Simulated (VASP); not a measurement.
# Ba (Im-3m) in VASP: a series of runs, part 2 of 2

VASP 6.6.1. The steps go on from the part before.

## Step 3: Relaxation of cell and atoms, PBEsol

This run uses another cell than the first one, of 57.70 Å³/atom, 0.943 times its volume.

Contents of INCAR:

```
ALGO = Fast ; EDIFF = 1E-7
EDIFFG = -0.005 ; ENCUT = 600
GGA = PS ; IBRION = 2
ISIF = 3 ; ISMEAR = 0
LASPH = T ; LCHARG = F
LREAL = F ; LWAVE = F
NELM = 100 ; NSW = 100
PREC = Accurate ; SIGMA = 0.1
```

Contents of KPOINTS:

```
k-points
0
Gamma
  12 12 12
```

Contents of POSCAR:

```
Ba
1.0
   -2.4343261438      2.4343261438      2.4343261438
    2.4343261438     -2.4343261438      2.4343261438
    2.4343261438      2.4343261438     -2.4343261438
Ba
1
Direct
    0.0000000000      0.0000000000      0.0000000000
```

Potentials or basis: VASP PAW PBE potentials, release 64 (Ba_sv).

Started as:

```sh
cat potpaw_PBE.64/Ba_sv/POTCAR > POTCAR
mpirun -np 1 vasp_std > vasp.out
```

OUTCAR:

```text
EDIFF = 1E-7
   EDIFFG = -0.005
   ENCUT = 600
   GGA = PS
   IBRION = 2
   ISIF = 3
   ISMEAR = 0
   LASPH = T
   LREAL = F
   NELM = 100
   NSW = 100
   PREC = Accurate

 ion  position               nearest neighbor table
   1  0.000  0.000  0.000-

  LATTYP: Found a body centered cubic cell.
 ALAT       =     4.8686522876

  Lattice vectors:

 A1 = (  -2.4343261438,   2.4343261438,   2.4343261438)
 A2 = (   2.4343261438,  -2.4343261438,   2.4343261438)
 A3 = (   2.4343261438,   2.4343261438,  -2.4343261438)

Analysis of symmetry for initial positions (statically):
=====================================================================
 Subroutine PRICEL returns:
 Original cell was already a primitive cell.

 Routine SETGRP: Setting up the symmetry group for a
 body centered cubic supercell.

 Subroutine GETGRP returns: Found 48 space group operations
[... 9 lines left out ...]

 Routine SETGRP: Setting up the symmetry group for a
 body centered cubic supercell.

 Subroutine GETGRP returns: Found 48 space group operations
[... 11 lines left out ...]
                                     Primitive cell

  volume of cell :      57.7027

  direct lattice vectors                    reciprocal lattice vectors
    -2.434326144  2.434326144  2.434326144     0.000000000  0.205395650  0.205395650
     2.434326144 -2.434326144  2.434326144     0.205395650  0.000000000  0.205395650
     2.434326144  2.434326144 -2.434326144     0.205395650  0.205395650  0.000000000

  length of vectors
     4.216376563  4.216376563  4.216376563     0.290473314  0.290473314  0.290473314

  position of ions in fractional coordinates (direct lattice)
     0.000000000  0.000000000  0.000000000

  ion indices of the primitive-cell ions
   primitive index   ion index
                 1           1

----------------------------------------------------------------------------------------

 KPOINTS: k-points

Automatic generation of k-mesh.
 Grid dimensions read from file:
 generate k-points for:   12   12   12

 Generating k-lattice:

  Cartesian coordinates                     Fractional coordinates (reciprocal lattice)
     0.000000000  0.017116304  0.017116304     0.083333333  0.000000000  0.000000000
     0.017116304  0.000000000  0.017116304     0.000000000  0.083333333  0.000000000
     0.017116304  0.017116304  0.000000000     0.000000000  0.000000000  0.083333333

  Length of vectors
     0.024206109  0.024206109  0.024206109

  Shift w.r.t. Gamma in fractional coordinates (k-lattice)
     0.000000000  0.000000000  0.000000000

 Subroutine IBZKPT returns following result:
 ===========================================

 Found     72 irreducible k-points:

 Following reciprocal coordinates:
            Coordinates               Weight
  0.000000  0.000000  0.000000      1.000000
  0.083333  0.000000  0.000000     12.000000
  0.166667  0.000000  0.000000     12.000000
  0.250000  0.000000  0.000000     12.000000
  0.333333  0.000000  0.000000     12.000000
  0.416667  0.000000  0.000000     12.000000
[... 16 lines left out ...]
  0.333333  0.083333  0.083333     24.000000
  0.416667  0.083333  0.083333     12.000000
 [... further k-points ...]
   k-points           NKPTS =     72   k-points in BZ     NKDIM =     72   number of bands    NBANDS=      9
   number of dos      NEDOS =    301   number of ions     NIONS =      1
   total plane-waves  NPLWV =  46656
   dimension x,y,z NGX =    36 NGY =   36 NGZ =   36
   dimension x,y,z NGXF=    72 NGYF=   72 NGZF=   72
   ions per type =               1
   NGX,Y,Z   is equivalent  to a cutoff of  14.19, 14.19, 14.19 a.u.
   NGXF,Y,Z  is equivalent  to a cutoff of  28.39, 28.39, 28.39 a.u.
 SYSTEM =  unknown system
   PREC   = accura    normal or accurate (medium, high low for compatibility)
   ISTART =      0    job   : 0-new  1-cont  2-samecut
   ICHARG =      2    charge: 1-file 2-atom 10-const
   ISPIN  =      1    spin polarized calculation?
   LNONCOLLINEAR =      F non collinear calculations
   LSORBIT =      F    spin-orbit coupling
   LASPH  =      T    aspherical Exc in radial PAW
   ENCUT  =  600.0 eV  44.10 Ry    6.64 a.u.   8.42  8.42  8.42*2*pi/ulx,y,z
   NELM   =    100;   NELMIN=  2; NELMDL= -5     # of ELM steps
   EDIFF  = 0.1E-06   stopping-criterion for ELM
   LREAL  =      F    real-space projection
   EDIFFG = -.5E-02   stopping-criterion for IOM
   NSW    =    100    number of steps for IOM
   IBRION =      2    ionic relax: 0-MD 1-quasi-New 2-CG
   NFREE  =      1    steps in history (QN), initial steepest desc. (CG)
   ISIF   =      3    stress and relaxation
   ISYM   =      2    0-nonsym 1-usesym 2-fastsym
   POTIM  = 0.5000    time-step for ionic-motion
   TEBEG  =    0.0;   TEEND  =   0.0 temperature during run
   PSTRESS=    0.0 pullay stress
   NELECT =      10.0000    total number of electrons
   NUPDOWN=      -1.0000    fix difference up-down
   EMIN   =  10.00;   EMAX   =-10.00  energy-range for DOS
   EFERMI =   0.00;   METHOD = LEGACY
   ISMEAR =     0;   SIGMA  =   0.10  broadening in eV -4-tet -1-fermi 0-gaus
   EFERMI_NEDOS =   21; number of points for ismear=-14 and -15
   IALGO  =     68    algorithm
   IMIX   =      4    mixing-type and parameters
     AMIX     =   0.40;   BMIX     =  1.00
     AMIX_MAG =   1.60;   BMIX_MAG =  1.00
  volume/ion in A,a.u.               =      57.70       389.40
  Fermi-wavevector in a.u.,A,eV,Ry     =   0.912731  1.724811 11.334709  0.833078
  Thomas-Fermi vector in A             =   2.037161
   LORBIT       =      0    0 simple, 1 ext, 2 COOP (PROOUT), +10 PAW based schemes
   GGA     = PS    functional components
   LHFCALC =     F    Hartree Fock is set to
   AEXX    =    0.0000 exact exchange contribution
   IVDW    =     0    specifies the selected vdW correction
   LEPSILON=     F    determine dielectric tensor
   LRPA    =     F    only Hartree local field effects (RPA)
 conjugate gradient relaxation of ions
 non-spin polarized calculation
 RMM-DIIS sequential band-by-band and
 Gauss-broadening in eV      SIGMA  =   0.10
  energy-cutoff  :      600.00
  volume of cell :       57.70
 maximum number of plane-waves:      1961
 NGX is ok and might be reduce to    36
   NGX = 17   NGY = 17   NGZ = 17

--------------------------------------- Ionic step        1  -------------------------------------------

 number of electron      10.0000000 magnetization

 Free energy of the ion-electron system (eV)
  ---------------------------------------------------
  ext. energy  EPLUGINS =         0.00000000
  ---------------------------------------------------
  free energy    TOTEN  =        -2.15152703 eV

  energy without entropy =       -2.14516026  energy(sigma->0) =       -2.14834364

------------------------ aborting loop because EDIFF is reached ----------------------------------------

  FORCE on cell =-STRESS in cart. coord.  units (eV):
  Direction    XX          YY          ZZ          XY          YZ          ZX
  --------------------------------------------------------------------------------------
  -------------------------------------------------------------------------------------
  Total        0.0458979      0.0458979      0.0458979      0.0000000      0.0000000      0.0000000
  in kB        1.2744035      1.2744035      1.2744035      0.0000000      0.0000000      0.0000000
  external PRESSURE =       1.2744035 kB  Pullay stress =       0.0000000 kB
[... 55 lines left out ...]
  energy  without entropy=       -2.1453390777  energy(sigma->0) =       -2.14854614

--------------------------------------- Ionic step        3  -------------------------------------------

 number of electron       9.9999999 magnetization

 Free energy of the ion-electron system (eV)
  ---------------------------------------------------
  ext. energy  EPLUGINS =         0.00000000
  ---------------------------------------------------
  free energy    TOTEN  =        -2.15183189 eV

  energy without entropy =       -2.14537953  energy(sigma->0) =       -2.14860571

 E-fermi :   1.7836     XC(G=0):  -7.7531

 val. band max:        1.7605693367   @ k =  -0.3333   0.3333   0.3333
 cond. band min:       1.8054465282   @ k =  -0.4167  -0.4167   0.1667
 fundamental gap:      0.0448771915
 Fermi energy:         1.7835737333

 k-point     1 :       0.0000    0.0000    0.0000
  band No.  band energies     occupation
      1     -26.9489      2.00000
      2     -11.8313      2.00000
      3     -11.8313      2.00000
      4     -11.8313      2.00000
      5      -1.0160      2.00000
      6       3.6799      0.00000
      7       3.6799      0.00000
      8       3.6799      0.00000
      9       5.2200      0.00000
[... 265 lines left out ...]
 k-point    24 :       0.4167    0.0833    0.0833
  band No.  band energies     occupation
      1     -26.8873      2.00000
      2     -12.3829      2.00000
      3     -12.0471      2.00000
      4     -11.8759      2.00000
      5       1.1298      2.00000
      6       2.3688      0.00000
      7       3.0849      0.00000
      8       5.3438      0.00000
      9       5.8613      0.00000

 [... further k-points ...]

------------------------ aborting loop because EDIFF is reached ----------------------------------------

  FORCE on cell =-STRESS in cart. coord.  units (eV):
  Direction    XX          YY          ZZ          XY          YZ          ZX
  --------------------------------------------------------------------------------------
  -------------------------------------------------------------------------------------
  Total        0.0003230      0.0003230      0.0003230      0.0000000     -0.0000000      0.0000000
  in kB        0.0088509      0.0088509      0.0088509      0.0000000     -0.0000000      0.0000000
  external PRESSURE =       0.0088509 kB  Pullay stress =       0.0000000 kB
[... 16 lines left out ...]
  FREE ENERGIE OF THE ION-ELECTRON SYSTEM (eV)
  ---------------------------------------------------
  free  energy   TOTEN  =        -2.1518318923 eV

  energy  without entropy=       -2.1453795270  energy(sigma->0) =       -2.14860571

 reached required accuracy - stopping structural energy minimisation
```

OSZICAR:

```text
N       E                     dE             d eps       ncg     rms          rms(c)
DAV:   1     0.611311831930E+02    0.61131E+02   -0.48121E+03  1296   0.104E+03
DAV:   2     0.395603881452E+00   -0.60736E+02   -0.59761E+02  1578   0.156E+02
DAV:   3    -0.210455370481E+01   -0.25002E+01   -0.24767E+01  1642   0.371E+01
[... 32 lines left out ...]
RMM:   7    -0.215183374913E+01    0.59302E-06   -0.77760E-06  1618   0.156E-02    0.919E-03
RMM:   8    -0.215183404271E+01   -0.29358E-06   -0.15022E-06  1422   0.647E-03    0.108E-02
RMM:   9    -0.215183223675E+01    0.18060E-05   -0.19305E-06  1381   0.138E-02    0.337E-03
RMM:  10    -0.215183189822E+01    0.33853E-06   -0.82823E-07  1360   0.822E-03    0.934E-04
RMM:  11    -0.215183189229E+01    0.59297E-08   -0.91668E-08   871   0.224E-03
   3 F= -.21518319E+01 E0= -.21486057E+01  d E =-.304864E-03
```

Wall time 3.3 min (1 thread of AMD EPYC 7R43 (Zen 3), shared host); peak memory 0.2 GiB.

Results:

| Property | Result |
| --- | --- |
| Free energy | -2.1518 eV |
| Relaxed volume | 58.47 Å³/atom |
| Relaxed cell | a = 4.235 Å, b = 4.235 Å, c = 4.235 Å, α = 109.47°, β = 109.47°, γ = 109.47° |
| Space group after relaxing (to 0.05 Å) | Im-3m (No. 229) |
| Energy gained by relaxing | 0.3 meV/atom |
| Ionic steps | 3 |
| Pressure after relaxing | 0.0 GPa |
| Band gap on the k mesh | zero (band 5 reaches 2.37 eV, above the bottom of band 6 at 1.14 eV) |

Step by step:
| step | energy change (eV) | largest force (eV/Å) | pressure (GPa) | volume (Å³) |
| --- | --- | --- | --- | --- |
| 1 | 0.0000 | 0.0000 | 0.13 | 57.70 |
| 2 | -0.0002 | 0.0000 | 0.06 | 58.09 |
| 3 | -0.0003 | 0.0000 | 0.00 | 58.47 |

Final structure:
```
Ba
1.0
    -2.44505    2.44505    2.44505
     2.44505   -2.44505    2.44505
     2.44505    2.44505   -2.44505
Ba
1
Direct
  0.00000 0.00000 0.00000
```

Caveat: the PAW data sets were made with another functional, which shifts forces and pressure a little; spin-orbit coupling is left out, which moves the levels of the heavy elements. Zero-point motion and thermal expansion aren't in these numbers.
